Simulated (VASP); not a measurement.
# H (P6_3/mmc) in VASP: further runs

The runs below take H through single point, relaxation of cell and atoms, with PBE.

Program: VASP 6.6.1. These are calculated values, not measurements. Logs are shortened: lines on timing, memory, paths and dates and some standing lists are left out, and cuts for length are marked.

**1. The cell of the first run**

Symmetry: P6_3/mmc, No. 194, hexagonal system. Conventional cell: a = 5.699 Å, b = 5.699 Å, c = 4.281 Å, α = 90.00°, β = 90.00°, γ = 120.00°. H (site symmetry -6m2) has 8 H at 3.92 to 4.28 Å within 5.2 Å.

**2. Single point, PBE, collinear spin**

Input file INCAR:

```
PREC = Accurate ; ENCUT = 520
EDIFF = 1E-7 ; ISMEAR = 0
SIGMA = 0.02 ; LREAL = F
LASPH = T ; NELM = 150
ALGO = Normal ; ISIF = 2
LWAVE = F ; LCHARG = F
ISPIN = 2 ; MAGMOM = 1.05 1.05
LORBIT = 11 ; GGA = PE
NBANDS = 12
```

Input file KPOINTS:

```
Automatic mesh
0
Gamma
  6 6 6
```

Input file POSCAR:

```
H
1.0
    5.6985316262      0.0000000000      0.0000000000
   -2.8492658131      4.9350731526      0.0000000000
    0.0000000000      0.0000000000      4.2805878382
H
2
Direct
    0.3333333333      0.6666666667      0.2500000000
    0.6666666667      0.3333333333      0.7500000000
```

Potentials or basis: VASP PAW PBE potentials, release 64 (H).

Launch:

```bash
$ cat potpaw_PBE.64/H/POTCAR > POTCAR
$ mpirun -np 1 vasp_std > vasp.out
```

OUTCAR:

```text
PREC = Accurate
   ENCUT = 520
   EDIFF = 1E-7
   ISMEAR = 0
   LREAL = F
   LASPH = T
   NELM = 150
   ISIF = 2
   ISPIN = 2
   LORBIT = 11
   GGA = PE

 ion  position               nearest neighbor table
   1  0.333  0.667  0.250-
   2  0.667  0.333  0.750-

  LATTYP: Found a hexagonal cell.
 ALAT       =     5.6985316262
 C/A-ratio  =     0.7511738320

  Lattice vectors:

 A1 = (   5.6985316262,   0.0000000000,   0.0000000000)
 A2 = (  -2.8492658131,   4.9350731526,   0.0000000000)
 A3 = (   0.0000000000,   0.0000000000,   4.2805878382)

Analysis of symmetry for initial positions (statically):
=====================================================================
 Subroutine PRICEL returns:
 Original cell was already a primitive cell.

 Routine SETGRP: Setting up the symmetry group for a
 hexagonal supercell.

 Subroutine GETGRP returns: Found 24 space group operations
 (whereof 12 operations were pure point group operations)
 out of a pool of 24 trial point group operations.

The static configuration has the point symmetry D_3d.
 The point group associated with its full space group is D_6h.

Analysis of symmetry for dynamics (positions and initial velocities):
=====================================================================
 Subroutine PRICEL returns:
 Original cell was already a primitive cell.

 Routine SETGRP: Setting up the symmetry group for a
 hexagonal supercell.

 Subroutine GETGRP returns: Found 24 space group operations
 (whereof 12 operations were pure point group operations)
 out of a pool of 24 trial point group operations.

The dynamic configuration has the point symmetry D_3d.
 The point group associated with its full space group is D_6h.

Analysis of structural, dynamic, and magnetic symmetry:
=====================================================================
 Subroutine PRICEL returns:
 Original cell was already a primitive cell.

 Routine SETGRP: Setting up the symmetry group for a
 hexagonal supercell.

 Subroutine GETGRP returns: Found 24 space group operations
 (whereof 12 operations were pure point group operations)
 out of a pool of 24 trial point group operations.

The overall configuration has the point symmetry D_3d.
 The point group associated with its full space group is D_6h.

 Subroutine INISYM returns: Found 24 space group operations
 (whereof 12 operations are pure point group operations),
 and found     1 'primitive' translations

----------------------------------------------------------------------------------------

[... 136 lines left out ...]
  free energy    TOTEN  =        -2.24026674 eV

  energy without entropy =       -2.24026674  energy(sigma->0) =       -2.24026674

 E-fermi :  -6.7610     XC(G=0):   0.2752

 val. band max:       -6.8417550062   @ k =   0.0000   0.0000   0.0000
 cond. band min:      -0.0513411586   @ k =   0.3333   0.3333   0.0000
 fundamental gap:      6.7904138476
 Fermi energy:        -6.7609894343

 spin component 1

 k-point     1 :       0.0000    0.0000    0.0000
  band No.  band energies     occupation
      1      -7.6838      1.00000
      2      -6.8418      1.00000
      3       0.8086      0.00000
      4       2.7395      0.00000
      5       2.7396      0.00000
      6       3.6661      0.00000
      7       3.6662      0.00000
      8       4.6275      0.00000
      9       5.4349      0.00000
     10       6.2431      0.00000
     11       8.5865      0.00000
     12      10.3478      0.00000
[... 333 lines left out ...]
      1      -7.0970      1.00000
      2      -7.0970      1.00000
      3       0.9416      0.00000
      4       0.9416      0.00000
      5       3.2906      0.00000
      6       3.2906      0.00000
      7       3.7713      0.00000
      8       3.7713      0.00000
      9       6.1672      0.00000
     10       6.1672      0.00000
     11       8.1906      0.00000
     12       8.1906      0.00000

 [... further k-points ...]

 spin component 2

 k-point     1 :       0.0000    0.0000    0.0000
  band No.  band energies     occupation
      1       2.4643      0.00000
      2       7.7708      0.00000
      3       7.7710      0.00000
      4       9.0669      0.00000
      5       9.6073      0.00000
      6       9.6073      0.00000
      7       9.9376      0.00000
      8      10.6144      0.00000
      9      12.4513      0.00000
     10      15.9087      0.00000
     11      16.0788      0.00000
     12      16.0796      0.00000
[... 333 lines left out ...]
      1       4.9568      0.00000
      2       4.9568      0.00000
      3       7.5554      0.00000
      4       7.5554      0.00000
      5       9.1370      0.00000
      6       9.1370      0.00000
      7      10.8375      0.00000
      8      10.8375      0.00000
      9      13.6893      0.00000
     10      13.6893      0.00000
     11      14.1061      0.00000
     12      14.1061      0.00000

 [... further k-points ...]

------------------------ aborting loop because EDIFF is reached ----------------------------------------

  FORCE on cell =-STRESS in cart. coord.  units (eV):
  Direction    XX          YY          ZZ          XY          YZ          ZX
  --------------------------------------------------------------------------------------
  -------------------------------------------------------------------------------------
  Total       -0.0010744     -0.0010744      0.0045175      0.0000000      0.0000000      0.0000000
  in kB       -0.0142998     -0.0142998      0.0601237      0.0000000      0.0000000      0.0000000
  external PRESSURE =       0.0105080 kB  Pullay stress =       0.0000000 kB

 VOLUME and BASIS-vectors are now :
 -----------------------------------------------------------------------------
  energy-cutoff  :      520.00
  volume of cell :      120.38
      direct lattice vectors                 reciprocal lattice vectors
     5.698531626  0.000000000  0.000000000     0.175483803  0.101315621  0.000000000
    -2.849265813  4.935073153  0.000000000     0.000000000  0.202631242  0.000000000
     0.000000000  0.000000000  4.280587838     0.000000000  0.000000000  0.233612774

 POSITION                                       TOTAL-FORCE (eV/Angst)
 -----------------------------------------------------------------------------------
     -0.00000      3.29005      1.07015         0.000000      0.000000     -0.000000
      2.84927      1.64502      3.21044        -0.000000     -0.000000      0.000000
 -----------------------------------------------------------------------------------
    total drift:                               -0.000000     -0.000000     -0.000000

  FREE ENERGIE OF THE ION-ELECTRON SYSTEM (eV)
  ---------------------------------------------------
  free  energy   TOTEN  =        -2.2402667440 eV

  energy  without entropy=       -2.2402667440  energy(sigma->0) =       -2.24026674

 total charge

# of ion       s       p       d       tot
------------------------------------------
    1        0.380   0.000   0.000   0.380
    2        0.380   0.000   0.000   0.380
--------------------------------------------------
tot          0.760   0.000   0.000   0.760

 magnetization (x)

# of ion       s       p       d       tot
------------------------------------------
    1        0.380   0.000   0.000   0.380
    2        0.380   0.000   0.000   0.380
--------------------------------------------------
tot          0.760   0.000   0.000   0.760
```

OSZICAR:

```text
N       E                     dE             d eps       ncg     rms          rms(c)
DAV:   1     0.475663899868E+01    0.47566E+01   -0.55716E+02  1344   0.103E+02
DAV:   2    -0.219060949237E+00   -0.49757E+01   -0.48852E+01  1620   0.189E+01
DAV:   3    -0.560662214059E+00   -0.34160E+00   -0.34123E+00  1684   0.500E+00
[... 14 lines left out ...]
DAV:  18    -0.224025175290E+01   -0.10209E-04   -0.38388E-10  1536   0.881E-05    0.734E-06
DAV:  19    -0.224026123838E+01   -0.94855E-05   -0.33701E-10  1396   0.909E-05    0.589E-06
DAV:  20    -0.224026577842E+01   -0.45400E-05   -0.10766E-10  1364   0.519E-05    0.475E-07
DAV:  21    -0.224026669007E+01   -0.91165E-06   -0.52635E-12  1088   0.107E-05    0.540E-07
DAV:  22    -0.224026674402E+01   -0.53943E-07   -0.10009E-12  1104   0.399E-06
   1 F= -.22402667E+01 E0= -.22402667E+01  d E =-.216233E-11  mag=     2.0000
```

stdout:

```text
POSCAR found type information on POSCAR H
 POSCAR found :  1 types and       2 ions
 scaLAPACK will be used
 LDA part: xc-table for (Slater+PW92), standard interpolation
 POSCAR, INCAR and KPOINTS ok, starting setup
 FFT: planning ... GRIDC
 FFT: planning ... GRID_SOFT
 FFT: planning ... GRID
 WAVECAR not read
 entering main loop
```

Run time: 51 s. Hardware: 1 thread of Intel Xeon Platinum 8559C (Emerald Rapids), shared host; peak memory 0.27 GiB.

What came out:

| Property | Result |
| --- | --- |
| Free energy | -2.2403 eV |
| Pressure | 0.0 GPa |
| Band gap on the k mesh | 6.79 eV (least direct gap 7.18 eV) |
| Net moment | 2.00 μB per cell |
| Site moments | H +0.38 μB |
| Valence electrons inside the program's atomic spheres | H 0.38 |

Levels at points of the mesh, in eV from the valence-band top:
Spin up:
```
           k point  band 1  band 2  band 3  band 4  band 5
(0.00, 0.00, 0.00)   -0.84    0.00    7.65    9.58    9.58
(0.50, 0.00, 0.00)   -0.55   -0.28    6.94    8.49    8.94
(0.00, 0.00, 0.50)   -0.28   -0.28    7.92    7.92   11.34
(0.50, 0.00, 0.50)   -0.25   -0.25    7.76    7.76    9.81
```
Spin down:
```csv
k point,band 1,band 2,band 3
"(0.00, 0.00, 0.00)",9.31,14.61,14.61
"(0.50, 0.00, 0.00)",10.02,11.93,13.80
"(0.00, 0.00, 0.50)",11.33,11.33,16.62
"(0.50, 0.00, 0.50)",12.06,12.06,13.85
```

Caveat: the atoms stand far beyond bonding distance. A k mesh can miss the band edges.

(Continued in part 2 of 2.)
